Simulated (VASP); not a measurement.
Runs of VASP 6.6.1 on ZnS. The structure is that of space group F-43m (No. 216), or close to it. The cells are those of the table. 

```csv
task,level,potentials or basis,cell,cutoff (eV),smearing,gap on the mesh (eV),pressure (GPa)
single point,r2SCAN,"VASP PAW PBE potentials, release 64 (Zn, S)","a = 3.810 Å, angles 60.0°, 2 atoms",520,gaussian 0.01 eV,2.72,0.0
single point,PBE,"VASP PAW PBE potentials, release 64 (Zn, S)","a = 3.810 Å, angles 60.0°, 2 atoms",520,fermi-dirac 0.02 eV,(b),(a)
single point,LDA,"VASP PAW LDA potentials, release 64 (Zn, S)","a = 3.810 Å, angles 60.0°, 2 atoms",520,gaussian 0.01 eV,1.93,-3.8
single point,PBE,"VASP PAW PBE potentials, release 64 (Zn, S)","a = 3.849 Å, angles 60.0°, 2 atoms",520,fermi-dirac 0.02 eV,2.02,0.2
relaxation of cell and atoms,PBE,"VASP PAW PBE potentials, release 64 (Zn, S)","relaxed from a = 3.821 Å, angles 60.0°, 2 atoms",600,fermi-dirac 0.02 eV,2.01,0.0
```

Alike in all rows: no spin polarisation; k mesh 8 × 8 × 8.

Fill in the values left out.

(a) 2.5; (b) 2.15.

Caveats: the PAW data sets were made with another functional, which shifts forces and pressure a little (at least some runs); the cell stands under tension (at least some runs).

